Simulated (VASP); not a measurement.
# Rh (Fm-3m) in VASP: notebook

Rh is run at these levels: PBE; tasks: relaxation of cell and atoms.

All numbers are computed with VASP 6.6.1; they aren't measurements. Logs are shortened: lines on timing, memory, paths and dates and some standing lists are left out, and cuts for length are marked.

## Step 1: The cell of the first run

Symmetry: Fm-3m, No. 225, cubic system. Conventional cell: a = 3.203 Å, b = 3.203 Å, c = 3.203 Å, α = 90.00°, β = 90.00°, γ = 90.00°. Within 3.0 Å of Rh (site symmetry m-3m) lie 12 Rh at 2.26 Å.

## Step 2: Relaxation of cell and atoms, PBE, target pressure 520 GPa, at which the enthalpy is minimised

INCAR

```
SYSTEM = Rh
  ALGO = Normal
  EDIFF = 1E-6
  EDIFFG = -0.005
  ENCUT = 600
  GGA = PE
  IBRION = 2
  ISIF = 3
  ISMEAR = -1
  LASPH = .True.
  LCHARG = .False.
  LREAL = .False.
  LWAVE = .False.
  NELM = 60
  NSW = 60
  PREC = Accurate
  PSTRESS = 5200.0
  SIGMA = 0.05
```

KPOINTS

```
k-points
0
Gamma
  20 20 20
  0 0 0
```

POSCAR

```
Rh
1.0
    0.0000000000      1.6015714076      1.6015714076
    1.6015714076      0.0000000000      1.6015714076
    1.6015714076      1.6015714076      0.0000000000
Rh
1
Direct
    0.0000000000      0.0000000000      0.0000000000
```

Potentials or basis: VASP PAW PBE potentials, release 64 (Rh_pv).

Command:

```sh
> cat potpaw_PBE.64/Rh_pv/POTCAR > POTCAR
> mpirun -np 1 vasp_std > vasp.out
```

OUTCAR:

```text
SYSTEM = Rh
   EDIFF = 1E-6
   EDIFFG = -0.005
   ENCUT = 600
   GGA = PE
   IBRION = 2
   ISIF = 3
   ISMEAR = -1
   LASPH = .True.
   LREAL = .False.
   NELM = 60
   NSW = 60
   PREC = Accurate
   PSTRESS = 5200.0

 ion  position               nearest neighbor table
   1  0.000  0.000  0.000-

  LATTYP: Found a face centered cubic cell.
 ALAT       =     3.2031428152

  Lattice vectors:

 A1 = (   0.0000000000,   1.6015714076,   1.6015714076)
 A2 = (   1.6015714076,   0.0000000000,   1.6015714076)
 A3 = (   1.6015714076,   1.6015714076,   0.0000000000)

Analysis of symmetry for initial positions (statically):
=====================================================================
 Subroutine PRICEL returns:
 Original cell was already a primitive cell.

 Routine SETGRP: Setting up the symmetry group for a
 face centered cubic supercell.

 Subroutine GETGRP returns: Found 48 space group operations
[... 9 lines left out ...]

 Routine SETGRP: Setting up the symmetry group for a
 face centered cubic supercell.

 Subroutine GETGRP returns: Found 48 space group operations
[... 11 lines left out ...]
                                     Primitive cell

  volume of cell :       8.2162

  direct lattice vectors                    reciprocal lattice vectors
     0.000000000  1.601571408  1.601571408    -0.312193386  0.312193386  0.312193386
     1.601571408  0.000000000  1.601571408     0.312193386 -0.312193386  0.312193386
     1.601571408  1.601571408  0.000000000     0.312193386  0.312193386 -0.312193386

  length of vectors
     2.264964006  2.264964006  2.264964006     0.540734806  0.540734806  0.540734806

  position of ions in fractional coordinates (direct lattice)
     0.000000000  0.000000000  0.000000000

  ion indices of the primitive-cell ions
   primitive index   ion index
                 1           1

----------------------------------------------------------------------------------------

 KPOINTS: k-points

Automatic generation of k-mesh.
 Grid dimensions read from file:
 generate k-points for:   20   20   20

 Generating k-lattice:

  Cartesian coordinates                     Fractional coordinates (reciprocal lattice)
    -0.015609669  0.015609669  0.015609669     0.050000000  0.000000000  0.000000000
     0.015609669 -0.015609669  0.015609669     0.000000000  0.050000000  0.000000000
     0.015609669  0.015609669 -0.015609669     0.000000000  0.000000000  0.050000000

  Length of vectors
     0.027036740  0.027036740  0.027036740

  Shift w.r.t. Gamma in fractional coordinates (k-lattice)
     0.000000000  0.000000000  0.000000000

 Subroutine IBZKPT returns following result:
 ===========================================

 Found    256 irreducible k-points:

 Following reciprocal coordinates:
            Coordinates               Weight
  0.000000  0.000000  0.000000      1.000000
  0.050000  0.000000  0.000000      8.000000
  0.100000  0.000000  0.000000      8.000000
  0.150000  0.000000  0.000000      8.000000
  0.200000  0.000000  0.000000      8.000000
  0.250000  0.000000  0.000000      8.000000
[... 16 lines left out ...]
 -0.400000  0.050000  0.000000     24.000000
 -0.350000  0.050000  0.000000     24.000000
 [... further k-points ...]
   k-points           NKPTS =    256   k-points in BZ     NKDIM =    256   number of bands    NBANDS=     11
   number of dos      NEDOS =    301   number of ions     NIONS =      1
   total plane-waves  NPLWV =   5832
   dimension x,y,z NGX =    18 NGY =   18 NGZ =   18
   dimension x,y,z NGXF=    36 NGYF=   36 NGZF=   36
   ions per type =               1
   NGX,Y,Z   is equivalent  to a cutoff of  13.21, 13.21, 13.21 a.u.
   NGXF,Y,Z  is equivalent  to a cutoff of  26.42, 26.42, 26.42 a.u.
 SYSTEM =  Rh
   PREC   = accura    normal or accurate (medium, high low for compatibility)
   ISTART =      0    job   : 0-new  1-cont  2-samecut
   ICHARG =      2    charge: 1-file 2-atom 10-const
   ISPIN  =      1    spin polarized calculation?
   LNONCOLLINEAR =      F non collinear calculations
   LSORBIT =      F    spin-orbit coupling
   LASPH  =      T    aspherical Exc in radial PAW
   ENCUT  =  600.0 eV  44.10 Ry    6.64 a.u.   4.52  4.52  4.52*2*pi/ulx,y,z
   NELM   =     60;   NELMIN=  2; NELMDL= -5     # of ELM steps
   EDIFF  = 0.1E-05   stopping-criterion for ELM
   LREAL  =      F    real-space projection
   EDIFFG = -.5E-02   stopping-criterion for IOM
   NSW    =     60    number of steps for IOM
   IBRION =      2    ionic relax: 0-MD 1-quasi-New 2-CG
   NFREE  =      1    steps in history (QN), initial steepest desc. (CG)
   ISIF   =      3    stress and relaxation
   ISYM   =      2    0-nonsym 1-usesym 2-fastsym
   POTIM  = 0.5000    time-step for ionic-motion
   TEBEG  =    0.0;   TEEND  =   0.0 temperature during run
   PSTRESS= 5200.0 pullay stress
   NELECT =      15.0000    total number of electrons
   NUPDOWN=      -1.0000    fix difference up-down
   EMIN   =  10.00;   EMAX   =-10.00  energy-range for DOS
   EFERMI =   0.00;   METHOD = LEGACY
   ISMEAR =    -1;   SIGMA  =   0.05  broadening in eV -4-tet -1-fermi 0-gaus
   EFERMI_NEDOS =   21; number of points for ismear=-14 and -15
   IALGO  =     38    algorithm
   IMIX   =      4    mixing-type and parameters
     AMIX     =   0.40;   BMIX     =  1.00
     AMIX_MAG =   1.60;   BMIX_MAG =  1.00
  volume/ion in A,a.u.               =       8.22        55.45
  Fermi-wavevector in a.u.,A,eV,Ry     =   2.000855  3.781068 54.469845  4.003421
  Thomas-Fermi vector in A             =   3.016211
   LORBIT       =      0    0 simple, 1 ext, 2 COOP (PROOUT), +10 PAW based schemes
   GGA     = PE    functional components
   LHFCALC =     F    Hartree Fock is set to
   AEXX    =    0.0000 exact exchange contribution
   IVDW    =     0    specifies the selected vdW correction
   LEPSILON=     F    determine dielectric tensor
   LRPA    =     F    only Hartree local field effects (RPA)
 conjugate gradient relaxation of ions
 non-spin polarized calculation
  energy-cutoff  :      600.00
  volume of cell :        8.22
 maximum number of plane-waves:       290
   NGX =  9   NGY =  9   NGZ =  9

--------------------------------------- Ionic step        1  -------------------------------------------

 number of electron      14.9999999 magnetization

 Free energy of the ion-electron system (eV)
  ---------------------------------------------------
  ext. energy  EPLUGINS =         0.00000000
  ---------------------------------------------------
  free energy    TOTEN  =        -1.60414633 eV

  energy without entropy =       -1.60061427  energy(sigma->0) =       -1.60238030

------------------------ aborting loop because EDIFF is reached ----------------------------------------

  FORCE on cell =-STRESS in cart. coord.  units (eV):
  Direction    XX          YY          ZZ          XY          YZ          ZX
  --------------------------------------------------------------------------------------
  -------------------------------------------------------------------------------------
  Total       26.7353914     26.7353914     26.7353914      0.0000000      0.0000000      0.0000000
  in kB     5213.4860192   5213.4860192   5213.4860192      0.0000000      0.0000000      0.0000000
  external PRESSURE =      13.4860192 kB  Pullay stress =    5200.0000000 kB

 VOLUME and BASIS-vectors are now :
 -----------------------------------------------------------------------------
  energy-cutoff  :      600.00
  volume of cell :        8.22
      direct lattice vectors                 reciprocal lattice vectors
     0.000000000  1.601571408  1.601571408    -0.312193386  0.312193386  0.312193386
     1.601571408  0.000000000  1.601571408     0.312193386 -0.312193386  0.312193386
     1.601571408  1.601571408  0.000000000     0.312193386  0.312193386 -0.312193386

 POSITION                                       TOTAL-FORCE (eV/Angst)
 -----------------------------------------------------------------------------------
      0.00000      0.00000      0.00000        -0.000000     -0.000000     -0.000000
 -----------------------------------------------------------------------------------
    total drift:                                0.000000     -0.000000      0.000000

  FREE ENERGIE OF THE ION-ELECTRON SYSTEM (eV)
  ---------------------------------------------------
  free  energy   TOTEN  =        -1.6041463330 eV

  energy  without entropy=       -1.6006142694  energy(sigma->0) =       -1.60238030

  enthalpy is  TOTEN    =        25.0620871586 eV   P V=       26.6662334916

--------------------------------------- Ionic step        2  -------------------------------------------

 number of electron      15.0000000 magnetization

------------------------ aborting loop because EDIFF is reached ----------------------------------------

  FORCE on cell =-STRESS in cart. coord.  units (eV):
  Direction    XX          YY          ZZ          XY          YZ          ZX
  --------------------------------------------------------------------------------------
  -------------------------------------------------------------------------------------
  Total       25.8756868     25.8756868     25.8756868      0.0000000      0.0000000      0.0000000
  in kB     4995.6717487   4995.6717487   4995.6717487      0.0000000      0.0000000      0.0000000
  external PRESSURE =    -204.3282513 kB  Pullay stress =    5200.0000000 kB

 VOLUME and BASIS-vectors are now :
 -----------------------------------------------------------------------------
  energy-cutoff  :      600.00
  volume of cell :        8.30
      direct lattice vectors                 reciprocal lattice vectors
     0.000000000  1.606914831  1.606914831    -0.311155259  0.311155259  0.311155259
     1.606914831  0.000000000  1.606914831     0.311155259 -0.311155259  0.311155259
     1.606914831  1.606914831  0.000000000     0.311155259  0.311155259 -0.311155259

 POSITION                                       TOTAL-FORCE (eV/Angst)
 -----------------------------------------------------------------------------------
      3.21383      1.60691      1.60691         0.000000     -0.000000      0.000000
 -----------------------------------------------------------------------------------
    total drift:                                0.000000      0.000000      0.000000

  FREE ENERGIE OF THE ION-ELECTRON SYSTEM (eV)
  ---------------------------------------------------
  free  energy   TOTEN  =        -1.8669415710 eV

  energy  without entropy=       -1.8633073439  energy(sigma->0) =       -1.86512446

  enthalpy is  TOTEN    =        25.0670881087 eV   P V=       26.9340296798

--------------------------------------- Ionic step        3  -------------------------------------------

 number of electron      14.9999999 magnetization

 Free energy of the ion-electron system (eV)
  ---------------------------------------------------
  ext. energy  EPLUGINS =         0.00000000
  ---------------------------------------------------
  free energy    TOTEN  =        -1.62013401 eV

  energy without entropy =       -1.61659588  energy(sigma->0) =       -1.61836494

 E-fermi :  24.1996     XC(G=0): -17.6119

 val. band max:       24.1813772024   @ k =   0.3000   0.3000   0.0000
 cond. band min:      24.2049535052   @ k =  -0.4000   0.5000   0.1000
 fundamental gap:      0.0235763028
 Fermi energy:        24.1995744595

 k-point     1 :       0.0000    0.0000    0.0000
  band No.  band energies     occupation
      1     -23.1366      2.00000
      2     -23.1366      2.00000
      3     -23.1366      2.00000
      4      12.4791      2.00000
      5      17.4559      2.00000
      6      17.4559      2.00000
      7      17.4559      2.00000
      8      22.0525      2.00000
      9      22.0525      2.00000
     10      38.0296      0.00000
     11      43.2813      0.00000
[... 309 lines left out ...]
 k-point    24 :      -0.3500    0.0500    0.0000
  band No.  band energies     occupation
      1     -26.3255      2.00000
      2     -23.6471      2.00000
      3     -23.5124      2.00000
      4      12.9759      2.00000
      5      17.4651      2.00000
      6      17.6278      2.00000
      7      21.7977      2.00000
      8      23.6515      1.99997
      9      25.4892      0.00000
     10      38.0984      0.00000
     11      43.2680      0.00000

 [... further k-points ...]
[... 5 lines left out ...]
  --------------------------------------------------------------------------------------
  -------------------------------------------------------------------------------------
  Total       26.6783799     26.6783799     26.6783799      0.0000000      0.0000000      0.0000000
  in kB     5199.2546176   5199.2546176   5199.2546176      0.0000000      0.0000000      0.0000000
  external PRESSURE =      -0.7453824 kB  Pullay stress =    5200.0000000 kB

 VOLUME and BASIS-vectors are now :
 -----------------------------------------------------------------------------
  energy-cutoff  :      600.00
  volume of cell :        8.22
      direct lattice vectors                 reciprocal lattice vectors
     0.000000000  1.601891085  1.601891085    -0.312131084  0.312131084  0.312131084
     1.601891085  0.000000000  1.601891085     0.312131084 -0.312131084  0.312131084
     1.601891085  1.601891085  0.000000000     0.312131084  0.312131084 -0.312131084

 POSITION                                       TOTAL-FORCE (eV/Angst)
 -----------------------------------------------------------------------------------
      0.00000      0.00000      0.00000         0.000000      0.000000      0.000000
 -----------------------------------------------------------------------------------
    total drift:                                0.000000     -0.000000      0.000000

  FREE ENERGIE OF THE ION-ELECTRON SYSTEM (eV)
  ---------------------------------------------------
  free  energy   TOTEN  =        -1.6201340090 eV

  energy  without entropy=       -1.6165958800  energy(sigma->0) =       -1.61836494

  enthalpy is  TOTEN    =        25.0620705903 eV   P V=       26.6822045993

 reached required accuracy - stopping structural energy minimisation
```

Run time: 30 s. Hardware: 1 thread of AMD EPYC 9R14 (Zen 4), shared host; peak memory 0.12 GiB.

Results:

```
Free energy                                            : -1.6201 eV
Relaxed volume                                         : 8.22 Å³/atom
Relaxed cell                                           : a = 2.265 Å, b = 2.265 Å, c = 2.265 Å, α = 60.00°, β = 60.00°, γ = 60.00°
Space group after relaxing (to 0.05 Å)                 : Fm-3m (No. 225)
Energy change on relaxing (the enthalpy is what falls) : -16.0 meV/atom
Ionic steps                                            : 3
Pressure after relaxing                                : 519.9 GPa
```

Step by step:
| step | energy change (eV) | largest force (eV/Å) | pressure (GPa) | volume (Å³) |
| --- | --- | --- | --- | --- |
| 1 | 0.0000 | 0.0000 | 521.35 | 8.22 |
| 2 | -0.2628 | 0.0000 | 499.57 | 8.30 |
| 3 | -0.0160 | 0.0000 | 519.93 | 8.22 |

Final structure:
```
CELL_PARAMETERS angstrom
0.00000 1.60189 1.60189
1.60189 0.00000 1.60189
1.60189 1.60189 0.00000
ATOMIC_POSITIONS crystal
Rh 0.00000 0.00000 0.00000
```

Caveat: the cell is relaxed towards a set pressure, so the enthalpy falls and the energy may rise.

(Part 1 of 2 ends here.)
